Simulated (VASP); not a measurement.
# Br (Cmce) in VASP: notebook

The runs below take Br through single point, relaxation of cell and atoms, with PBEsol.

All numbers are computed with VASP 6.6.1; they aren't measurements. Logs are shortened: lines on timing, memory, paths and dates and some standing lists are left out, and cuts for length are marked.

## Step 1: The cell of the first run

Symmetry: Cmce, No. 64, orthorhombic system. The conventional cell has a = 7.193 Å, b = 4.008 Å, c = 8.573 Å, α = 90.00°, β = 90.00°, γ = 90.00°. Br (site symmetry m) has 3 Br at 2.39 to 3.00 Å within 3.2 Å.

## Step 2: Single point, PBEsol

Contents of INCAR:

```
SYSTEM = Br
  PREC = Accurate
  ENCUT = 520
  EDIFF = 1E-7
  ISMEAR = -1
  SIGMA = 0.05
  LREAL = .FALSE.
  LASPH = .TRUE.
  NELM = 60
  ALGO = Normal
  ISIF = 2
  LWAVE = .FALSE.
  LCHARG = .TRUE.
  GGA = PS
  LELF = .TRUE.
  LVHAR = .TRUE.
  NBANDS = 22
```

Contents of KPOINTS:

```
regular mesh
0
G
  5 5 2
  0 0 0
```

Contents of POSCAR:

```
Br
1.0
    3.5962841651     -2.0038196035      0.0000000000
    3.5962841651      2.0038196035      0.0000000000
    0.0000000000      0.0000000000      8.5733404649
Br
4
Direct
    0.8475370174      0.1524629826      0.1200462650
    0.6524629826      0.3475370174      0.6200462650
    0.1524629826      0.8475370174      0.8799537350
    0.3475370174      0.6524629826      0.3799537350
```

Potentials or basis: VASP PAW PBE potentials, release 64 (Br).

Launch:

```console
> cat potpaw_PBE.64/Br/POTCAR > POTCAR
> mpirun -np 1 vasp_std > vasp.out
```

OUTCAR:

```text
SYSTEM = Br
   PREC = Accurate
   ENCUT = 520
   EDIFF = 1E-7
   ISMEAR = -1
   LREAL = .FALSE.
   LASPH = .TRUE.
   NELM = 60
   ISIF = 2
   GGA = PS

 ion  position               nearest neighbor table
   1  0.848  0.152  0.120-   3 2.39
   2  0.652  0.348  0.620-   4 2.39
   3  0.152  0.848  0.880-   1 2.39
   4  0.348  0.652  0.380-   2 2.39

  LATTYP: Found a base centered orthorhombic cell.
 ALAT       =     4.0076392070
 B/A-ratio  =     1.7947145336
 C/A-ratio  =     2.1392495736

  Lattice vectors:

 A1 = (  -3.5962841651,  -2.0038196035,   0.0000000000)
 A2 = (   3.5962841651,  -2.0038196035,   0.0000000000)
 A3 = (   0.0000000000,   0.0000000000,   8.5733404649)

Analysis of symmetry for initial positions (statically):
=====================================================================
 Subroutine PRICEL returns:
 Original cell was already a primitive cell.

 Routine SETGRP: Setting up the symmetry group for a
 base centered orthorhombic supercell.

 Subroutine GETGRP returns: Found  8 space group operations
 (whereof  4 operations were pure point group operations)
 out of a pool of  8 trial point group operations.

The static configuration has the point symmetry C_2h.
 The point group associated with its full space group is D_2h.

Analysis of symmetry for dynamics (positions and initial velocities):
=====================================================================
 Subroutine PRICEL returns:
 Original cell was already a primitive cell.

 Routine SETGRP: Setting up the symmetry group for a
 base centered orthorhombic supercell.

 Subroutine GETGRP returns: Found  8 space group operations
 (whereof  4 operations were pure point group operations)
 out of a pool of  8 trial point group operations.

The dynamic configuration has the point symmetry C_2h.
 The point group associated with its full space group is D_2h.

 Subroutine INISYM returns: Found  8 space group operations
 (whereof  4 operations are pure point group operations),
 and found     1 'primitive' translations

----------------------------------------------------------------------------------------

                                     Primitive cell

  volume of cell :     123.5642

  direct lattice vectors                    reciprocal lattice vectors
     3.596284165 -2.003819604  0.000000000     0.139032395 -0.249523460  0.000000000
[... 81 lines left out ...]
   ENCUT  =  520.0 eV  38.22 Ry    6.18 a.u.   7.65  7.65 15.94*2*pi/ulx,y,z
   NELM   =     60;   NELMIN=  2; NELMDL= -5     # of ELM steps
   EDIFF  = 0.1E-06   stopping-criterion for ELM
   LREAL  =      F    real-space projection
   EDIFFG = 0.1E-05   stopping-criterion for IOM
   NSW    =      0    number of steps for IOM
   IBRION =     -1    ionic relax: 0-MD 1-quasi-New 2-CG
   NFREE  =      0    steps in history (QN), initial steepest desc. (CG)
   ISIF   =      2    stress and relaxation
   ISYM   =      2    0-nonsym 1-usesym 2-fastsym
   POTIM  = 0.5000    time-step for ionic-motion
   TEBEG  =    0.0;   TEEND  =   0.0 temperature during run
   PSTRESS=    0.0 pullay stress
   NELECT =      28.0000    total number of electrons
   NUPDOWN=      -1.0000    fix difference up-down
   EMIN   =  10.00;   EMAX   =-10.00  energy-range for DOS
   EFERMI =   0.00;   METHOD = LEGACY
   ISMEAR =    -1;   SIGMA  =   0.05  broadening in eV -4-tet -1-fermi 0-gaus
   EFERMI_NEDOS =   21; number of points for ismear=-14 and -15
   IALGO  =     38    algorithm
   IMIX   =      4    mixing-type and parameters
     AMIX     =   0.40;   BMIX     =  1.00
     AMIX_MAG =   1.60;   BMIX_MAG =  1.00
  volume/ion in A,a.u.               =      30.89       208.46
  Fermi-wavevector in a.u.,A,eV,Ry     =   0.998075  1.886089 13.553500  0.996154
  Thomas-Fermi vector in A             =   2.130274
   LORBIT       =      0    0 simple, 1 ext, 2 COOP (PROOUT), +10 PAW based schemes
   GGA     = PS    functional components
   LHFCALC =     F    Hartree Fock is set to
   AEXX    =    0.0000 exact exchange contribution
   IVDW    =     0    specifies the selected vdW correction
   LEPSILON=     F    determine dielectric tensor
   LRPA    =     F    only Hartree local field effects (RPA)
 non-spin polarized calculation
  energy-cutoff  :      520.00
  volume of cell :      123.56
 maximum number of plane-waves:      3353
   NGX = 15   NGY = 15   NGZ = 31

 number of electron      28.0000000 magnetization

 Free energy of the ion-electron system (eV)
  ---------------------------------------------------
  ext. energy  EPLUGINS =         0.00000000
  ---------------------------------------------------
  free energy    TOTEN  =        -7.39126718 eV

  energy without entropy =       -7.39126646  energy(sigma->0) =       -7.39126682

 E-fermi :   1.0543     XC(G=0):  -8.4885

 val. band max:        0.4808312011   @ k =   0.0000   0.0000   0.0000
 cond. band min:       1.6886247536   @ k =   0.4000   0.4000   0.0000
 fundamental gap:      1.2077935525
 Fermi energy:         1.0543085605

 k-point     1 :       0.0000    0.0000    0.0000
  band No.  band energies     occupation
      1     -15.6628      2.00000
      2     -14.8971      2.00000
      3     -13.5519      2.00000
      4     -12.1324      2.00000
      5      -4.9274      2.00000
      6      -3.1635      2.00000
[... 439 lines left out ...]
     21      10.0009      0.00000
     22      10.0009      0.00000

------------------------ aborting loop because EDIFF is reached ----------------------------------------

  FORCE on cell =-STRESS in cart. coord.  units (eV):
  Direction    XX          YY          ZZ          XY          YZ          ZX
  --------------------------------------------------------------------------------------
  -------------------------------------------------------------------------------------
  Total        0.0114364      0.0317304      0.0738192      0.0000000      0.0000000      0.0000000
  in kB        0.1482882      0.4114282      0.9571656      0.0000000      0.0000000      0.0000000
  external PRESSURE =       0.5056273 kB  Pullay stress =       0.0000000 kB

 VOLUME and BASIS-vectors are now :
 -----------------------------------------------------------------------------
  energy-cutoff  :      520.00
  volume of cell :      123.56
      direct lattice vectors                 reciprocal lattice vectors
     3.596284165 -2.003819604  0.000000000     0.139032395 -0.249523460  0.000000000
     3.596284165  2.003819604  0.000000000     0.139032395  0.249523460  0.000000000
     0.000000000  0.000000000  8.573340465     0.000000000  0.000000000  0.116640649

 POSITION                                       TOTAL-FORCE (eV/Angst)
 -----------------------------------------------------------------------------------
      3.59628     -1.39280      1.02920         0.000000      0.007478      0.016688
      3.59628     -0.61102      5.31587         0.000000     -0.007478      0.016688
      3.59628      1.39280      7.54414         0.000000     -0.007478     -0.016688
      3.59628      0.61102      3.25747         0.000000      0.007478     -0.016688
 -----------------------------------------------------------------------------------
    total drift:                               -0.000000      0.000000      0.000000

  FREE ENERGIE OF THE ION-ELECTRON SYSTEM (eV)
  ---------------------------------------------------
  free  energy   TOTEN  =        -7.3912671760 eV

  energy  without entropy=       -7.3912664577  energy(sigma->0) =       -7.39126682
```

OSZICAR:

```text
N       E                     dE             d eps       ncg     rms          rms(c)
DAV:   1     0.173882806305E+03    0.17388E+03   -0.11574E+04   792   0.106E+03
DAV:   2     0.536880433924E+01   -0.16851E+03   -0.16250E+03  1110   0.188E+02
DAV:   3    -0.760249145427E+01   -0.12971E+02   -0.12918E+02   998   0.582E+01
DAV:   4    -0.773362122633E+01   -0.13113E+00   -0.13109E+00   996   0.701E+00
DAV:   5    -0.773466900379E+01   -0.10478E-02   -0.10477E-02   996   0.604E-01    0.127E+01
DAV:   6    -0.748301198567E+01    0.25166E+00   -0.18066E-01   948   0.215E+00    0.819E+00
DAV:   7    -0.739931105454E+01    0.83701E-01   -0.40097E-01   930   0.317E+00    0.562E-01
DAV:   8    -0.739120892601E+01    0.81021E-02   -0.45661E-02   876   0.111E+00    0.270E-01
DAV:   9    -0.739124570304E+01   -0.36777E-04   -0.91386E-04   954   0.181E-01    0.996E-02
DAV:  10    -0.739126615804E+01   -0.20455E-04   -0.74567E-05   978   0.480E-02    0.351E-02
DAV:  11    -0.739126648305E+01   -0.32501E-06   -0.10217E-05   924   0.181E-02    0.757E-03
DAV:  12    -0.739126681383E+01   -0.33078E-06   -0.20807E-06   950   0.765E-03    0.527E-03
DAV:  13    -0.739126704122E+01   -0.22739E-06   -0.42396E-07   918   0.367E-03    0.264E-03
DAV:  14    -0.739126716074E+01   -0.11952E-06   -0.13591E-07   606   0.219E-03    0.901E-04
DAV:  15    -0.739126717599E+01   -0.15242E-07   -0.29802E-08   468   0.950E-04
   1 F= -.73912672E+01 E0= -.73912668E+01  d E =-.718274E-06
```

stdout:

```text
POSCAR found type information on POSCAR Br
 POSCAR found :  1 types and       4 ions
 scaLAPACK will be used
 -----------------------------------------------------------------------------
|                                                                             |
|                                                                             |
|     You enforced a specific xc type in the INCAR file but a different       |
|     I HOPE YOU KNOW WHAT YOU ARE DOING!                                     |
|                                                                             |
 -----------------------------------------------------------------------------

 LDA part: xc-table for (Slater+PW92), standard interpolation
 POSCAR, INCAR and KPOINTS ok, starting setup
 FFT: planning ... GRIDC
 FFT: planning ... GRID_SOFT
 FFT: planning ... GRID
 WAVECAR not read
 entering main loop
```

It took 89 s on 1 thread of Oxide Virtual Turin-like, shared host; peak memory 0.2 GiB.

What came out:

| Quantity | Value |
| --- | --- |
| Free energy | -7.3913 eV |
| Pressure | 0.1 GPa |
| Largest force | 0.018 eV/Å |
| Band gap on the k mesh | 1.21 eV (least direct gap 1.24 eV) |

Forces in eV/Å, atoms in the order of the input:
```
Br   0.000  0.007  0.017
Br   0.000 -0.007  0.017
Br   0.000 -0.007 -0.017
Br   0.000  0.007 -0.017
```

Levels at points of the mesh, in eV from the valence-band top:
| k point | band 12 | band 13 | band 14 | band 15 | band 16 | band 17 |
| --- | --- | --- | --- | --- | --- | --- |
| (0.00, 0.00, 0.00) | -0.70 | -0.67 | 0.00 | 1.24 | 2.30 | 5.49 |
| (0.00, 0.00, 0.50) | -1.15 | -0.28 | -0.28 | 1.54 | 1.54 | 6.12 |

Caveat: the PAW data sets were made with another functional, which shifts forces and pressure a little. Expect the measured gap to be larger: semilocal functionals such as PBEsol lack the derivative discontinuity.

## Step 3: Relaxation of cell and atoms, PBEsol

This run uses another cell than the first one, of 31.89 Å³/atom.

Contents of INCAR:

```
SYSTEM = Br
  ALGO = Normal
  EDIFF = 1E-6
  EDIFFG = -0.01
  ENCUT = 600
  GGA = PS
  IBRION = 2
  ISIF = 3
  ISMEAR = -1
  LASPH = .True.
  LCHARG = .False.
  LREAL = .False.
  LWAVE = .False.
  NELM = 60
  NSW = 80
  PREC = Accurate
  SIGMA = 0.05
```

Contents of KPOINTS:

```
k-points
0
Gamma
  5 5 2
  0 0 0
```

Contents of POSCAR:

```
Br
1.0
    3.2836000000     -2.2339000000      0.0000000000
    3.2836000000      2.2339000000      0.0000000000
    0.0000000000      0.0000000000      8.6938000000
Br
4
Direct
    0.8610000000      0.1390000000      0.1114000000
    0.6390000000      0.3610000000      0.6114000000
    0.1390000000      0.8610000000      0.8886000000
    0.3610000000      0.6390000000      0.3886000000
```

Potentials or basis: VASP PAW PBE potentials, release 64 (Br).

Launch:

```console
> cat potpaw_PBE.64/Br/POTCAR > POTCAR
> mpirun -np 1 vasp_std > vasp.out
```

Run time: 16 min. Hardware: 1 thread of Oxide Virtual Turin-like, shared host; peak memory 0.24 GiB.

The run converged. Its results:

```
Free energy                           : -7.3925 eV
Relaxed volume                        : 30.91 Å³/atom
Relaxed cell                          : a = 4.117 Å, b = 4.117 Å, c = 8.578 Å, α = 90.00°, β = 90.00°, γ = 58.26°
Space group after relaxing (to 0.1 Å) : Cmce (No. 64)
Energy gained by relaxing             : 43.8 meV/atom
Ionic steps                           : 27
Pressure after relaxing               : 0.0 GPa
Largest force after relaxing          : 0.004 eV/Å
Band gap on the k mesh                : 1.20 eV (least direct gap 1.23 eV)
```

Forces in eV/Å, atoms in the order of the input:
```
Br   0.000  0.004 -0.001
Br   0.000 -0.004 -0.001
Br   0.000 -0.004  0.001
Br   0.000  0.004  0.001
```

Step by step:
| step | energy change (eV) | largest force (eV/Å) | pressure (GPa) | volume (Å³) |
| --- | --- | --- | --- | --- |
| 1 | 0.0000 | 0.6495 | 0.23 | 127.54 |
| 2 | -0.0348 | 0.1206 | -1.44 | 128.38 |
| 3 | -0.0356 | 0.1055 | -1.23 | 128.27 |
| 4 | -0.0788 | 0.0745 | -1.01 | 125.84 |
| 5 | -0.1380 | 0.1435 | 0.53 | 118.60 |
| 6 | -0.1393 | 0.0921 | 0.14 | 119.95 |
| 7 | -0.1397 | 0.1070 | 0.25 | 119.53 |
| 8 | -0.1459 | 0.1113 | 0.13 | 119.76 |
| 9 | -0.1561 | 0.2201 | -0.17 | 120.39 |
| 10 | -0.1617 | 0.1679 | 0.04 | 120.30 |
| 11 | -0.1674 | 0.0706 | 0.62 | 120.02 |
| 12 | -0.1709 | 0.0425 | 0.50 | 120.67 |
| 13 | -0.1734 | 0.0385 | 0.27 | 121.90 |
| 14 | -0.1742 | 0.0279 | 0.09 | 122.20 |
| 15 | -0.1743 | 0.0391 | 0.02 | 122.30 |
| 16 | -0.1744 | 0.0347 | 0.02 | 122.40 |
| 17 | -0.1748 | 0.0218 | 0.01 | 122.67 |
| 18 | -0.1750 | 0.0113 | 0.01 | 123.22 |
| 19 | -0.1750 | 0.0085 | 0.00 | 123.11 |
| 20 | -0.1751 | 0.0049 | 0.00 | 123.16 |
| 21 | -0.1752 | 0.0116 | -0.01 | 123.32 |
| 22 | -0.1751 | 0.0399 | -0.04 | 123.63 |
| 23 | -0.1752 | 0.0188 | -0.02 | 123.39 |
| 24 | -0.1753 | 0.0134 | 0.00 | 123.39 |
| 25 | -0.1753 | 0.0096 | 0.04 | 123.39 |
| 26 | -0.1753 | 0.0080 | 0.04 | 123.45 |
| 27 | -0.1754 | 0.0041 | 0.01 | 123.65 |

Final structure:
```yaml
crystal:
  lattice:
    - [3.59608, -2.00404, 0.00000]
    - [3.59608, 2.00404, 0.00000]
    - [0.00000, 0.00000, 8.57848]
  atoms:
    - { symbol: Br, position: [0.84790, 0.15210, 0.12019] }
    - { symbol: Br, position: [0.65210, 0.34790, 0.62019] }
    - { symbol: Br, position: [0.15210, 0.84790, 0.87981] }
    - { symbol: Br, position: [0.34790, 0.65210, 0.37981] }
```

Levels at points of the mesh, in eV from the valence-band top:
```csv
k point,band 10,band 11,band 12,band 13,band 14,band 15,band 16,band 17,band 18
"(0.00, 0.00, 0.00)",-1.57,-1.57,-0.69,-0.67,0.00,1.23,2.30,5.49,6.43
"(0.00, 0.00, 0.50)",-1.90,-1.14,-1.14,-0.28,-0.28,1.54,1.54,6.12,6.12
```

Caveat: this functional lacks dispersion, which holds the molecules together, so the pressure and a relaxed volume are unreliable; the PAW data sets were made with another functional, which shifts forces and pressure a little.
